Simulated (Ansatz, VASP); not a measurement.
## Two plane-wave programs on CdTe

The input INCAR:

```
SYSTEM = CdTe
PREC     = Accurate       ! precision mode
ENCUT    = 520            ! plane-wave cutoff, eV
EDIFF    = 1E-6           ! SCF threshold, eV
ISMEAR   = 0              ! smearing method
SIGMA    = 0.05           ! smearing width, eV
LREAL    = .False.        ! projectors in reciprocal space
LASPH    = .True.         ! aspherical terms in the spheres
NELM     = 60             ! most SCF steps
ALGO     = Normal         ! electronic algorithm
ISIF     = 2              ! what is computed and relaxed
LWAVE    = .False.        ! write WAVECAR
LCHARG   = .True.         ! write CHGCAR
LDIPOL   = .True.       
IDIPOL   = 3            
DIPOL    = 0.5 0.5 0.500
GGA      = PE             ! functional
LELF     = .True.         ! ELF
LVHAR    = .True.       
LVACPOTAV= .True.       
NBANDS   = 36             ! bands
```

KPOINTS

```
regular mesh
0
Gamma
  9 9 1
  0 0 0
```

Contents of POSCAR:

```
CdTe
1.0
    4.6791895905      0.0000000000      0.0000000000
   -2.3395947952      4.0522970545      0.0000000000
    0.0000000000      0.0000000000     15.5962201799
Te Cd
3 3
Direct
    0.0000000000      0.0000000000      0.2244133489
    0.3333333333      0.6666666667      0.4693792610
    0.6666666667      0.3333333333      0.7143451731
    0.3333333333      0.6666666667      0.2856548269
    0.6666666667      0.3333333333      0.5306207390
    0.0000000000      0.0000000000      0.7755866511
```

Input for Ansatz:

```yaml
crystal:
  lattice:
    - [4.6791895905, 0.0, 0.0]
    - [-2.3395947952, 4.0522970545, 0.0]
    - [0.0, 0.0, 15.5962201799]
  atoms:
    - { symbol: Te, position: [0.0, 0.0, 0.2244133489] }
    - { symbol: Cd, position: [0.3333333333, 0.6666666667, 0.2856548269] }
    - { symbol: Te, position: [0.3333333333, 0.6666666667, 0.469379261] }
    - { symbol: Cd, position: [0.6666666667, 0.3333333333, 0.530620739] }
    - { symbol: Te, position: [0.6666666667, 0.3333333333, 0.7143451731] }
    - { symbol: Cd, position: [0.0, 0.0, 0.7755866511] }
basis:
  ecutwfc: 420
kpoints:
  mp_grid: { grid: [9, 9, 1] }
hamiltonian:
  xc: pbe
scf:
  occupations: { method: gaussian, width: 0.05 }
output:
  forces: true
  stress: true
  eigenvalues: true
efield:
  axis: 3
  dipole_correction: true
  ramp_width: 0.04
```

Alike in both runs: task single point; functional PBE; k mesh 9 × 9 × 1; occupations gaussian, width 0.05 eV; no spin polarisation.

|  | VASP | Ansatz |
| --- | --- | --- |
| version | VASP 6.6.1 | Ansatz 0.2.0 |
| potentials or method | VASP PAW PBE potentials, release 64 (Te, Cd), cutoff 520 eV | scalar-relativistic, plane waves, PAW |
| valence electrons in the cell | 54 | 108 |

|  | VASP | Ansatz | Ansatz less VASP |
| --- | --- | --- | --- |
| gap on the k mesh at the Fermi level (eV) | none | none | - |
| rms of the force components (eV/Å) | 0.323 | 0.324 | +0.0014 |

A gap of «none» marks a metal or a gap that the smearing closes. The functional is the same, so the differences come from potentials, cutoffs and numerics. VASP's potentials hold 54 valence electrons a cell and Ansatz's 108, so a difference there can come from the potentials and not from the codes. Ansatz's warnings: vacuum density over bound.

Neither program's run includes spin-orbit coupling.
